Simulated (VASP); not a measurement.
# ZrH (P4_2/mmc) in VASP: further runs

The runs below take ZrH through single point, with r2SCAN.

Everything below comes from runs of VASP 6.6.1. Logs are shortened: lines on timing, memory, paths and dates and some standing lists are left out, and cuts for length are marked.

### Step 1. The cell of the first run

The structure is tetragonal, space group P4_2/mmc (No. 131). Conventional cell: a = 3.271 Å, b = 3.271 Å, c = 5.003 Å, α = 90.00°, β = 90.00°, γ = 90.00°. Within 2.7 Å of Zr (site symmetry mmm) lie 4 H at 2.06 Å. H (site symmetry -4m2) has 4 Zr at 2.06 Å and 2 H at 2.50 Å within 2.7 Å.

### Step 2. Single point, r2SCAN

POSCAR

```
ZrH
1.0
    3.2714945000      0.0000000000      0.0000000000
    0.0000000000      3.2714945000      0.0000000000
    0.0000000000      0.0000000000      5.0030795000
Zr H
2 2
Direct
    0.0000000000      0.5000000000      0.0000000000
    0.5000000000      0.0000000000      0.5000000000
    0.0000000000      0.0000000000      0.7500000000
    0.0000000000      0.0000000000      0.2500000000
```

INCAR.step1

```
ALGO = Normal ; EDIFF = 1E-4
ENCUT = 520 ; GGA = PE
ISMEAR = -1 ; LASPH = T
LCHARG = F ; LREAL = F
LWAVE = T ; NBANDS = 21
NELM = 80 ; PREC = Accurate
SIGMA = 0.1
```

INCAR.step2

```
ALGO = Normal ; EDIFF = 1E-6
ENCUT = 520 ; ISIF = 2
ISMEAR = -1 ; ISTART = 1
LASPH = T ; LCHARG = T
LELF = T ; LMIXTAU = T
LREAL = F ; LVHAR = T
LWAVE = F ; METAGGA = R2SCAN
NBANDS = 21 ; NELM = 80
PREC = Accurate ; SIGMA = 0.1
```

KPOINTS

```
k-points
0
Gamma
  10 10 7
```

Potentials or basis: VASP PAW PBE potentials, release 64 (Zr_sv, H).

Command:

```console
$ cat potpaw_PBE.64/Zr_sv/POTCAR potpaw_PBE.64/H/POTCAR > POTCAR
$ cp INCAR.step1 INCAR
$ mpirun -np 1 vasp_std > vasp.out
$ cp INCAR.step2 INCAR
$ mpirun -np 1 vasp_std > vasp.out
```

OUTCAR:

```text
EDIFF = 1E-6
   ENCUT = 520
   ISIF = 2
   ISMEAR = -1
   ISTART = 1
   LASPH = T
   LREAL = F
   METAGGA = R2SCAN
   NELM = 80
   PREC = Accurate

 ion  position               nearest neighbor table
   1  0.000  0.500  0.000-   3 2.06   4 2.06   3 2.06   4 2.06   2 3.41   2 3.41   2 3.41   2 3.41
                             2 3.41   2 3.41   2 3.41   2 3.41
   2  0.500  0.000  0.500-   3 2.06   4 2.06   3 2.06   4 2.06   1 3.41   1 3.41   1 3.41   1 3.41
                             1 3.41   1 3.41   1 3.41   1 3.41
   3  0.000  0.000  0.750-   1 2.06   2 2.06   1 2.06   2 2.06
   4  0.000  0.000  0.250-   1 2.06   2 2.06   1 2.06   2 2.06

  LATTYP: Found a simple tetragonal cell.
 ALAT       =     3.2714945000
 C/A-ratio  =     1.5292947917

  Lattice vectors:

 A1 = (   3.2714945000,   0.0000000000,   0.0000000000)
 A2 = (   0.0000000000,   3.2714945000,   0.0000000000)
 A3 = (   0.0000000000,   0.0000000000,   5.0030795000)

Analysis of symmetry for initial positions (statically):
=====================================================================
 Subroutine PRICEL returns:
 Original cell was already a primitive cell.

 Routine SETGRP: Setting up the symmetry group for a
 simple tetragonal supercell.

 Subroutine GETGRP returns: Found 16 space group operations
 (whereof  8 operations were pure point group operations)
 out of a pool of 16 trial point group operations.

The static configuration has the point symmetry D_2h.
 The point group associated with its full space group is D_4h.

Analysis of symmetry for dynamics (positions and initial velocities):
=====================================================================
 Subroutine PRICEL returns:
 Original cell was already a primitive cell.

 Routine SETGRP: Setting up the symmetry group for a
 simple tetragonal supercell.

 Subroutine GETGRP returns: Found 16 space group operations
 (whereof  8 operations were pure point group operations)
 out of a pool of 16 trial point group operations.

The dynamic configuration has the point symmetry D_2h.
 The point group associated with its full space group is D_4h.

 Subroutine INISYM returns: Found 16 space group operations
 (whereof  8 operations are pure point group operations),
 and found     1 'primitive' translations

----------------------------------------------------------------------------------------

                                     Primitive cell

  volume of cell :      53.5463

  direct lattice vectors                    reciprocal lattice vectors
     3.271494500  0.000000000  0.000000000     0.305670696  0.000000000  0.000000000
     0.000000000  3.271494500  0.000000000     0.000000000  0.305670696  0.000000000
     0.000000000  0.000000000  5.003079500     0.000000000  0.000000000  0.199876896

  length of vectors
     3.271494500  3.271494500  5.003079500     0.305670696  0.305670696  0.199876896

  position of ions in fractional coordinates (direct lattice)
     0.000000000  0.500000000  0.000000000
     0.500000000  0.000000000  0.500000000
     0.000000000  0.000000000  0.750000000
     0.000000000  0.000000000  0.250000000

  ion indices of the primitive-cell ions
   primitive index   ion index
                 1           1
                 2           2
                 3           3
                 4           4

----------------------------------------------------------------------------------------

 KPOINTS: k-points

Automatic generation of k-mesh.
 Grid dimensions read from file:
 generate k-points for:   10   10    7

 Generating k-lattice:

  Cartesian coordinates                     Fractional coordinates (reciprocal lattice)
     0.030567070  0.000000000  0.000000000     0.100000000  0.000000000  0.000000000
     0.000000000  0.030567070  0.000000000     0.000000000  0.100000000  0.000000000
     0.000000000  0.000000000  0.028553842     0.000000000  0.000000000  0.142857143

  Length of vectors
     0.030567070  0.030567070  0.028553842

  Shift w.r.t. Gamma in fractional coordinates (k-lattice)
     0.000000000  0.000000000  0.000000000

 Subroutine IBZKPT returns following result:
 ===========================================

 Found     84 irreducible k-points:

 Following reciprocal coordinates:
            Coordinates               Weight
  0.000000  0.000000  0.000000      1.000000
  0.100000  0.000000  0.000000      4.000000
  0.200000  0.000000  0.000000      4.000000
  0.300000  0.000000  0.000000      4.000000
  0.400000  0.000000  0.000000      4.000000
  0.500000  0.000000  0.000000      2.000000
[... 16 lines left out ...]
  0.100000  0.000000  0.142857      8.000000
  0.200000  0.000000  0.142857      8.000000
 [... further k-points ...]
   k-points           NKPTS =     84   k-points in BZ     NKDIM =     84   number of bands    NBANDS=     21
   number of dos      NEDOS =    301   number of ions     NIONS =      4
   total plane-waves  NPLWV =  23040
   dimension x,y,z NGX =    24 NGY =   24 NGZ =   40
   dimension x,y,z NGXF=    48 NGYF=   48 NGZF=   80
   ions per type =               2   2
   NGX,Y,Z   is equivalent  to a cutoff of  12.20, 12.20, 13.29 a.u.
   NGXF,Y,Z  is equivalent  to a cutoff of  24.39, 24.39, 26.58 a.u.
 SYSTEM =  unknown system
   PREC   = accura    normal or accurate (medium, high low for compatibility)
   ISTART =      1    job   : 0-new  1-cont  2-samecut
   ICHARG =      0    charge: 1-file 2-atom 10-const
   ISPIN  =      1    spin polarized calculation?
   LNONCOLLINEAR =      F non collinear calculations
   LSORBIT =      F    spin-orbit coupling
   LASPH  =      T    aspherical Exc in radial PAW
   ENCUT  =  520.0 eV  38.22 Ry    6.18 a.u.   6.08  6.08  9.30*2*pi/ulx,y,z
   NELM   =     80;   NELMIN=  2; NELMDL=  0     # of ELM steps
   EDIFF  = 0.1E-05   stopping-criterion for ELM
   LREAL  =      F    real-space projection
   EDIFFG = 0.1E-04   stopping-criterion for IOM
   NSW    =      0    number of steps for IOM
   IBRION =     -1    ionic relax: 0-MD 1-quasi-New 2-CG
   NFREE  =      0    steps in history (QN), initial steepest desc. (CG)
   ISIF   =      2    stress and relaxation
   ISYM   =      2    0-nonsym 1-usesym 2-fastsym
   POTIM  = 0.5000    time-step for ionic-motion
   TEBEG  =    0.0;   TEEND  =   0.0 temperature during run
   PSTRESS=    0.0 pullay stress
   NELECT =      26.0000    total number of electrons
   NUPDOWN=      -1.0000    fix difference up-down
   EMIN   =  10.00;   EMAX   =-10.00  energy-range for DOS
   EFERMI =   0.00;   METHOD = LEGACY
   ISMEAR =    -1;   SIGMA  =   0.10  broadening in eV -4-tet -1-fermi 0-gaus
   EFERMI_NEDOS =   21; number of points for ismear=-14 and -15
   IALGO  =     38    algorithm
   IMIX   =      4    mixing-type and parameters
     AMIX     =   0.40;   BMIX     =  1.00
     AMIX_MAG =   1.60;   BMIX_MAG =  1.00
  volume/ion in A,a.u.               =      13.39        90.34
  Fermi-wavevector in a.u.,A,eV,Ry     =   1.286736  2.431578 22.527013  1.655689
  Thomas-Fermi vector in A             =   2.418792
   LORBIT       =      0    0 simple, 1 ext, 2 COOP (PROOUT), +10 PAW based schemes
   METAGGA = R2SCAN    functional components
   LHFCALC =     F    Hartree Fock is set to
   AEXX    =    0.0000 exact exchange contribution
   IVDW    =     0    specifies the selected vdW correction
   LEPSILON=     F    determine dielectric tensor
   LRPA    =     F    only Hartree local field effects (RPA)
 non-spin polarized calculation
  energy-cutoff  :      520.00
  volume of cell :       53.55
 maximum number of plane-waves:      1472
   NGX = 13   NGY = 13   NGZ = 19

 number of electron      25.9999998 magnetization

 Free energy of the ion-electron system (eV)
  ---------------------------------------------------
  ext. energy  EPLUGINS =         0.00000000
  ---------------------------------------------------
  free energy    TOTEN  =       -54.41241094 eV

  energy without entropy =      -54.35090176  energy(sigma->0) =      -54.38165635

 E-fermi :   8.0284     XC(G=0): -11.7109

 val. band max:        8.0279699494   @ k =   0.5000   0.1000   0.4286
 cond. band min:       8.0298263578   @ k =   0.4000   0.1000   0.4286
 fundamental gap:      0.0018564084
 Fermi energy:         8.0284005895

 k-point     1 :       0.0000    0.0000    0.0000
  band No.  band energies     occupation
      1     -42.7584      2.00000
      2     -42.6579      2.00000
      3     -20.3950      2.00000
      4     -19.9345      2.00000
      5     -19.9345      2.00000
      6     -19.7357      2.00000
[... 13 lines left out ...]
     20      12.8005      0.00000
     21      14.1965      0.00000

 k-point     2 :       0.1000    0.0000    0.0000
  band No.  band energies     occupation
      1     -42.7521      2.00000
      2     -42.6564      2.00000
      3     -20.3735      2.00000
      4     -19.9804      2.00000
      5     -19.9273      2.00000
      6     -19.7574      2.00000
[... 13 lines left out ...]
     20      12.7757      0.00000
     21      14.8996      0.00000

 k-point     3 :       0.2000    0.0000    0.0000
  band No.  band energies     occupation
      1     -42.7349      2.00000
      2     -42.6534      2.00000
      3     -20.3125      2.00000
      4     -20.0997      2.00000
      5     -19.9079      2.00000
      6     -19.8825      2.00000
[... 13 lines left out ...]
     20      13.2358      0.00000
     21      14.6486      0.00000

 k-point     4 :       0.3000    0.0000    0.0000
  band No.  band energies     occupation
      1     -42.7113      2.00000
      2     -42.6519      2.00000
      3     -20.2453      2.00000
      4     -20.2217      2.00000
      5     -20.0319      2.00000
      6     -19.8821      2.00000
[... 13 lines left out ...]
     20      14.0231      0.00000
     21      14.1388      0.00000

 k-point     5 :       0.4000    0.0000    0.0000
  band No.  band energies     occupation
      1     -42.6872      2.00000
      2     -42.6557      2.00000
      3     -20.3618      2.00000
      4     -20.1490      2.00000
      5     -20.1153      2.00000
      6     -19.9069      2.00000
[... 13 lines left out ...]
     20      14.0789      0.00000
     21      15.0814      0.00000

 k-point     6 :       0.5000    0.0000    0.0000
  band No.  band energies     occupation
      1     -42.6698      2.00000
      2     -42.6653      2.00000
      3     -20.4059      2.00000
      4     -20.1928      2.00000
      5     -20.0229      2.00000
      6     -19.9878      2.00000
[... 13 lines left out ...]
     20      13.6057      0.00000
     21      15.5295      0.00000

 k-point     7 :       0.1000    0.1000    0.0000
  band No.  band energies     occupation
      1     -42.7459      2.00000
      2     -42.6549      2.00000
      3     -20.3527      2.00000
      4     -19.9919      2.00000
      5     -19.9550      2.00000
      6     -19.7747      2.00000
[... 13 lines left out ...]
     20      12.7797      0.00000
     21      15.4119      0.00000
[... 291 lines left out ...]
      1     -42.6318      2.00000
      2     -42.6314      2.00000
      3     -20.5238      2.00000
      4     -20.2608      2.00000
      5     -20.1243      2.00000
      6     -19.9698      2.00000
[... 13 lines left out ...]
     20      13.2053      0.00000
     21      16.0512      0.00000

 k-point    21 :       0.5000    0.5000    0.0000
  band No.  band energies     occupation
      1     -42.6278      2.00000
      2     -42.6278      2.00000
      3     -20.5514      2.00000
      4     -20.2825      2.00000
      5     -20.1362      2.00000
      6     -19.9808      2.00000
[... 13 lines left out ...]
     20      13.1503      0.00000
     21      15.7707      0.00000

 k-point    22 :       0.0000    0.0000    0.1429
  band No.  band energies     occupation
      1     -42.7534      2.00000
      2     -42.6629      2.00000
      3     -20.3646      2.00000
      4     -19.9274      2.00000
      5     -19.9274      2.00000
      6     -19.7709      2.00000
[... 13 lines left out ...]
     20      12.6030      0.00000
     21      14.1286      0.00000

 k-point    23 :       0.1000    0.0000    0.1429
  band No.  band energies     occupation
      1     -42.7474      2.00000
      2     -42.6612      2.00000
      3     -20.3475      2.00000
      4     -19.9723      2.00000
      5     -19.9207      2.00000
      6     -19.8043      2.00000
[... 13 lines left out ...]
     20      12.6936      0.00000
     21      14.6641      0.00000

 k-point    24 :       0.2000    0.0000    0.1429
  band No.  band energies     occupation
      1     -42.7309      2.00000
      2     -42.6574      2.00000
      3     -20.3065      2.00000
      4     -20.0815      2.00000
      5     -19.9150      2.00000
      6     -19.9025      2.00000
[... 13 lines left out ...]
     20      12.7870      0.00000
     21      15.1752      0.00000

 [... further k-points ...]
[... 5 lines left out ...]
  --------------------------------------------------------------------------------------
  -------------------------------------------------------------------------------------
  Total       -0.7658436     -0.7658436     -0.8514523      0.0000000      0.0000000      0.0000000
  in kB      -22.9150543    -22.9150543    -25.4765782      0.0000000      0.0000000      0.0000000
  external PRESSURE =     -23.7688956 kB  Pullay stress =       0.0000000 kB

 VOLUME and BASIS-vectors are now :
 -----------------------------------------------------------------------------
  energy-cutoff  :      520.00
  volume of cell :       53.55
      direct lattice vectors                 reciprocal lattice vectors
     3.271494500  0.000000000  0.000000000     0.305670696  0.000000000  0.000000000
     0.000000000  3.271494500  0.000000000     0.000000000  0.305670696  0.000000000
     0.000000000  0.000000000  5.003079500     0.000000000  0.000000000  0.199876896

 POSITION                                       TOTAL-FORCE (eV/Angst)
 -----------------------------------------------------------------------------------
      0.00000      1.63575      0.00000         0.000000      0.000000      0.000000
      1.63575      0.00000      2.50154         0.000000      0.000000      0.000000
      0.00000      0.00000      3.75231        -0.000000      0.000000      0.000000
      0.00000      0.00000      1.25077         0.000000      0.000000      0.000000
 -----------------------------------------------------------------------------------
    total drift:                                0.000000      0.000000     -0.000000

  FREE ENERGIE OF THE ION-ELECTRON SYSTEM (eV)
  ---------------------------------------------------
  free  energy   TOTEN  =       -54.4124109371 eV

  energy  without entropy=      -54.3509017555  energy(sigma->0) =      -54.38165635
```

Run time: 3.9 min. Hardware: 1 thread of Intel Xeon Platinum 8375C at 2.90GHz (Ice Lake), shared host; peak memory 0.22 GiB.

Results:

```
Free energy            : -54.4124 eV
Pressure               : -2.4 GPa
Band gap on the k mesh : zero (bands 13 and 14 overlap by 0.76 eV)
```

Stress tensor (GPa, compression positive):
```
-2.29  0.00  0.00
 0.00 -2.29  0.00
 0.00  0.00 -2.55
```

Caveat: the PAW data sets were made with another functional, which shifts forces and pressure a little.

(Continued in part 2 of 2.)
